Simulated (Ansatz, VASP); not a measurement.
## TiHg: VASP beside Ansatz

```
Ti Hg
1.0
     3.06801    0.00000    0.00000
     0.00000    3.06801    0.00000
     0.00000    0.00000    4.12026
Ti Hg
1 1
Direct
  0.50000 0.50000 0.50000
  0.00000 0.00000 0.00000
```

Change from the starting cell: volume scaled by 1.06, crystal datasets.

Alike in both runs: task electric field gradients; functional LDA; k mesh 14 × 14 × 10; occupations fermi-dirac, width 0.08 eV; no spin polarisation.

```csv
,VASP,Ansatz
version,VASP 6.6.1,Ansatz 0.2.0
potentials or method,"VASP PAW LDA potentials, release 64 (Ti_sv, Hg), cutoff 520 eV","all-electron PAW with datasets made for the crystal, scalar-relativistic"
```

Ansatz gave:

* pressure (GPa): -11.8
* traceless stress, the component that is largest in VASP (GPa): 0.18
* size of Vzz on the site where it differs most (V/Å²): 186.5

Which values does VASP return?

Pressure (GPa): -11.1; traceless stress, the component that is largest in VASP (GPa): 0.16; size of Vzz on the site where it differs most (V/Å²): 193.6.

LDA's correlation is that of Perdew and Zunger in VASP and of Perdew and Wang (1992) in Ansatz. Ansatz ran all-electron here, and VASP with PAW potentials.

Spin-orbit coupling is off throughout.
